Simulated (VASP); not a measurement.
# Hf (Pm-3m) in VASP: further runs, part 2 of 2

VASP 6.6.1. The steps go on from the part before.

**3. Relaxation of cell and atoms, PBEsol**

INCAR reads:

```
ALGO = Normal
EDIFF = 1E-7
EDIFFG = -0.005
ENCUT = 500
GGA = PS
GGA_COMPAT = F
IBRION = 2
ISIF = 3
ISMEAR = -1
LASPH = T
LCHARG = F
LREAL = F
LWAVE = F
NELM = 120
NELMIN = 4
NSW = 60
PREC = Accurate
SIGMA = 0.08
```

KPOINTS reads:

```
k-points
0
Gamma
  13 13 13
```

POSCAR reads:

```
Hf
1.0
    2.8582916428      0.0000000000      0.0000000000
    0.0000000000      2.8582916428      0.0000000000
    0.0000000000      0.0000000000      2.8582916428
Hf
1
Direct
    0.0000000000      0.0000000000      0.0000000000
```

Potentials or basis: VASP PAW PBE potentials, release 64 (Hf_pv).

The run is started by

```console
$ cat potpaw_PBE.64/Hf_pv/POTCAR > POTCAR
$ mpirun -np 1 vasp_std > vasp.out
```

OUTCAR:

```text
EDIFF = 1E-7
   EDIFFG = -0.005
   ENCUT = 500
   GGA = PS
   IBRION = 2
   ISIF = 3
   ISMEAR = -1
   LASPH = T
   LREAL = F
   NELM = 120
   NELMIN = 4
   NSW = 60
   PREC = Accurate

 ion  position               nearest neighbor table
   1  0.000  0.000  0.000-

  LATTYP: Found a simple cubic cell.
 ALAT       =     2.8582916428

  Lattice vectors:

 A1 = (   2.8582916428,   0.0000000000,   0.0000000000)
 A2 = (   0.0000000000,   2.8582916428,   0.0000000000)
 A3 = (   0.0000000000,   0.0000000000,   2.8582916428)

Analysis of symmetry for initial positions (statically):
=====================================================================
 Subroutine PRICEL returns:
 Original cell was already a primitive cell.

 Routine SETGRP: Setting up the symmetry group for a
 simple cubic supercell.

 Subroutine GETGRP returns: Found 48 space group operations
 (whereof 48 operations were pure point group operations)
 out of a pool of 48 trial point group operations.

The static configuration has the point symmetry O_h .

Analysis of symmetry for dynamics (positions and initial velocities):
=====================================================================
 Subroutine PRICEL returns:
 Original cell was already a primitive cell.

 Routine SETGRP: Setting up the symmetry group for a
 simple cubic supercell.

 Subroutine GETGRP returns: Found 48 space group operations
 (whereof 48 operations were pure point group operations)
 out of a pool of 48 trial point group operations.

The dynamic configuration has the point symmetry O_h .

 Subroutine INISYM returns: Found 48 space group operations
 (whereof 48 operations are pure point group operations),
 and found     1 'primitive' translations

----------------------------------------------------------------------------------------

                                     Primitive cell

  volume of cell :      23.3518

  direct lattice vectors                    reciprocal lattice vectors
     2.858291643  0.000000000  0.000000000     0.349859330  0.000000000  0.000000000
     0.000000000  2.858291643  0.000000000     0.000000000  0.349859330  0.000000000
     0.000000000  0.000000000  2.858291643     0.000000000  0.000000000  0.349859330

  length of vectors
     2.858291643  2.858291643  2.858291643     0.349859330  0.349859330  0.349859330

  position of ions in fractional coordinates (direct lattice)
     0.000000000  0.000000000  0.000000000

  ion indices of the primitive-cell ions
   primitive index   ion index
                 1           1

----------------------------------------------------------------------------------------

 KPOINTS: k-points

Automatic generation of k-mesh.
 Grid dimensions read from file:
 generate k-points for:   13   13   13

 Generating k-lattice:

  Cartesian coordinates                     Fractional coordinates (reciprocal lattice)
     0.026912256  0.000000000  0.000000000     0.076923077  0.000000000  0.000000000
     0.000000000  0.026912256  0.000000000     0.000000000  0.076923077  0.000000000
[... 46 lines left out ...]
   NGX,Y,Z   is equivalent  to a cutoff of  13.96, 13.96, 13.96 a.u.
   NGXF,Y,Z  is equivalent  to a cutoff of  27.92, 27.92, 27.92 a.u.
 SYSTEM =  unknown system
   PREC   = accura    normal or accurate (medium, high low for compatibility)
   ISTART =      0    job   : 0-new  1-cont  2-samecut
   ICHARG =      2    charge: 1-file 2-atom 10-const
   ISPIN  =      1    spin polarized calculation?
   LNONCOLLINEAR =      F non collinear calculations
   LSORBIT =      F    spin-orbit coupling
   LASPH  =      T    aspherical Exc in radial PAW
   ENCUT  =  500.0 eV  36.75 Ry    6.06 a.u.   5.21  5.21  5.21*2*pi/ulx,y,z
   NELM   =    120;   NELMIN=  4; NELMDL= -5     # of ELM steps
   EDIFF  = 0.1E-06   stopping-criterion for ELM
   LREAL  =      F    real-space projection
   EDIFFG = -.5E-02   stopping-criterion for IOM
   NSW    =     60    number of steps for IOM
   IBRION =      2    ionic relax: 0-MD 1-quasi-New 2-CG
   NFREE  =      1    steps in history (QN), initial steepest desc. (CG)
   ISIF   =      3    stress and relaxation
   ISYM   =      2    0-nonsym 1-usesym 2-fastsym
   POTIM  = 0.5000    time-step for ionic-motion
   TEBEG  =    0.0;   TEEND  =   0.0 temperature during run
   PSTRESS=    0.0 pullay stress
   NELECT =      10.0000    total number of electrons
   NUPDOWN=      -1.0000    fix difference up-down
   EMIN   =  10.00;   EMAX   =-10.00  energy-range for DOS
   EFERMI =   0.00;   METHOD = LEGACY
   ISMEAR =    -1;   SIGMA  =   0.08  broadening in eV -4-tet -1-fermi 0-gaus
   EFERMI_NEDOS =   21; number of points for ismear=-14 and -15
   IALGO  =     38    algorithm
   IMIX   =      4    mixing-type and parameters
     AMIX     =   0.40;   BMIX     =  1.00
     AMIX_MAG =   1.60;   BMIX_MAG =  1.00
  volume/ion in A,a.u.               =      23.35       157.59
  Fermi-wavevector in a.u.,A,eV,Ry     =   1.233962  2.331849 20.717062  1.522661
  Thomas-Fermi vector in A             =   2.368671
   LORBIT       =      0    0 simple, 1 ext, 2 COOP (PROOUT), +10 PAW based schemes
   GGA     = PS    functional components
   LHFCALC =     F    Hartree Fock is set to
   AEXX    =    0.0000 exact exchange contribution
   IVDW    =     0    specifies the selected vdW correction
   LEPSILON=     F    determine dielectric tensor
   LRPA    =     F    only Hartree local field effects (RPA)
 conjugate gradient relaxation of ions
 non-spin polarized calculation
  energy-cutoff  :      500.00
  volume of cell :       23.35
 maximum number of plane-waves:       619
 NGX is ok and might be reduce to    24
   NGX = 11   NGY = 11   NGZ = 11

--------------------------------------- Ionic step        1  -------------------------------------------

 number of electron      10.0000000 magnetization

 number of electron       9.9999998 magnetization

 Free energy of the ion-electron system (eV)
  ---------------------------------------------------
  ext. energy  EPLUGINS =         0.00000000
  ---------------------------------------------------
  free energy    TOTEN  =        -9.43233174 eV

  energy without entropy =       -9.40007884  energy(sigma->0) =       -9.41620529

------------------------ aborting loop because EDIFF is reached ----------------------------------------

  FORCE on cell =-STRESS in cart. coord.  units (eV):
  Direction    XX          YY          ZZ          XY          YZ          ZX
  --------------------------------------------------------------------------------------
  -------------------------------------------------------------------------------------
  Total        0.0535259      0.0535259      0.0535259      0.0000000     -0.0000000     -0.0000000
  in kB        3.6724390      3.6724390      3.6724390      0.0000000     -0.0000000     -0.0000000
  external PRESSURE =       3.6724390 kB  Pullay stress =       0.0000000 kB
[... 57 lines left out ...]
--------------------------------------- Ionic step        3  -------------------------------------------

 number of electron       9.9999998 magnetization

 Free energy of the ion-electron system (eV)
  ---------------------------------------------------
  ext. energy  EPLUGINS =         0.00000000
  ---------------------------------------------------
  free energy    TOTEN  =        -9.43245084 eV

  energy without entropy =       -9.40001983  energy(sigma->0) =       -9.41623533

 E-fermi :   3.9909     XC(G=0): -11.0845

 val. band max:        3.9268493270   @ k =   0.3846   0.3077   0.3077
 cond. band min:       4.0194027423   @ k =   0.3846   0.0769   0.0769
 fundamental gap:      0.0925534153
 Fermi energy:         3.9909135021

 k-point     1 :       0.0000    0.0000    0.0000
  band No.  band energies     occupation
      1     -25.7665      2.00000
      2     -25.7665      2.00000
      3     -25.7665      2.00000
      4      -2.6546      2.00000
      5       2.4467      2.00000
      6       2.4467      2.00000
      7      10.8334      0.00000
      8      10.8334      0.00000
      9      10.8334      0.00000
[... 265 lines left out ...]
 k-point    24 :       0.3846    0.3077    0.0000
  band No.  band energies     occupation
      1     -26.6308      2.00000
      2     -26.4036      2.00000
      3     -25.6161      2.00000
      4       1.5055      2.00000
      5       2.8249      2.00000
      6       6.2723      0.00000
      7       7.4591      0.00000
      8       7.9641      0.00000
      9       8.7066      0.00000

 [... further k-points ...]

------------------------ aborting loop because EDIFF is reached ----------------------------------------

  FORCE on cell =-STRESS in cart. coord.  units (eV):
  Direction    XX          YY          ZZ          XY          YZ          ZX
  --------------------------------------------------------------------------------------
  -------------------------------------------------------------------------------------
  Total        0.0001576      0.0001576      0.0001576      0.0000000     -0.0000000      0.0000000
  in kB        0.0107619      0.0107619      0.0107619      0.0000000     -0.0000000      0.0000000
  external PRESSURE =       0.0107619 kB  Pullay stress =       0.0000000 kB
[... 16 lines left out ...]
  FREE ENERGIE OF THE ION-ELECTRON SYSTEM (eV)
  ---------------------------------------------------
  free  energy   TOTEN  =        -9.4324508374 eV

  energy  without entropy=       -9.4000198291  energy(sigma->0) =       -9.41623533

 reached required accuracy - stopping structural energy minimisation
```

OSZICAR:

```text
N       E                     dE             d eps       ncg     rms          rms(c)
DAV:   1     0.695436770335E+01    0.69544E+01   -0.58178E+03  1512   0.981E+02
[... 20 lines left out ...]
       N       E                     dE             d eps       ncg     rms          rms(c)
DAV:   1    -0.943298502590E+01   -0.59994E-03   -0.12677E-02  1516   0.102E+00    0.185E-01
DAV:   2    -0.943255965533E+01    0.42537E-03   -0.66042E-04  1523   0.232E-01    0.683E-02
DAV:   3    -0.943245100821E+01    0.10865E-03   -0.35860E-04  1547   0.153E-01    0.331E-02
DAV:   4    -0.943245048699E+01    0.52122E-06   -0.43560E-06  1707   0.204E-02    0.204E-02
DAV:   5    -0.943245076617E+01   -0.27918E-06   -0.20090E-06  1683   0.849E-03    0.356E-03
DAV:   6    -0.943245083742E+01   -0.71247E-07   -0.55820E-08   955   0.163E-03
   3 F= -.94324508E+01 E0= -.94162353E+01  d E =-.119096E-03
```

CONTCAR:

```text
Hf
   1.00000000000000
     2.8625303038532000    0.0000000000000000   -0.0000000000000000
     0.0000000000000000    2.8625303038532000    0.0000000000000000
     0.0000000000000000   -0.0000000000000000    2.8625303038532000
  Hf
     1
Direct
     0.0000000000000000    0.0000000000000000    0.0000000000000000

  0.00000000E+00  0.00000000E+00  0.00000000E+00
```

Wall time 11 s (1 thread of Intel Xeon 6975P-C (Granite Rapids), shared host); peak memory 0.15 GiB.

What came out:

| Property | Result |
| --- | --- |
| Free energy | -9.4325 eV |
| Relaxed volume | 23.46 Å³/atom |
| Relaxed cell | a = 2.863 Å, b = 2.863 Å, c = 2.863 Å, α = 90.00°, β = 90.00°, γ = 90.00° |
| Space group after relaxing (to 0.05 Å) | Pm-3m (No. 221) |
| Energy gained by relaxing | 0.1 meV/atom |
| Ionic steps | 3 |
| Pressure after relaxing | 0.0 GPa |
| Band gap on the k mesh | zero (band 5 reaches 4.81 eV, above the bottom of band 6 at 2.45 eV) |

The path:
```csv
step,energy change (eV),largest force (eV/Å),pressure (GPa),volume (Å³)
1,0.0000,0.0000,0.37,23.35
2,-0.0001,0.0000,-0.27,23.53
3,-0.0001,0.0000,0.00,23.46
```

Final structure:
```
Hf
1.0
     2.86253    0.00000    0.00000
     0.00000    2.86253    0.00000
     0.00000    0.00000    2.86253
Hf
1
Direct
  0.00000 0.00000 0.00000
```

Levels at points of the mesh, in eV from the Fermi level:
| k point | band 3 | band 4 | band 5 | band 6 | band 7 | band 8 |
| --- | --- | --- | --- | --- | --- | --- |
| (0.00, 0.00, 0.00) | -29.76 | -6.65 | -1.54 | -1.54 | 6.84 | 6.84 |

Caveat: the PAW data sets were made with another functional, which shifts forces and pressure a little; spin-orbit coupling is left out, which moves the levels of the heavy elements.
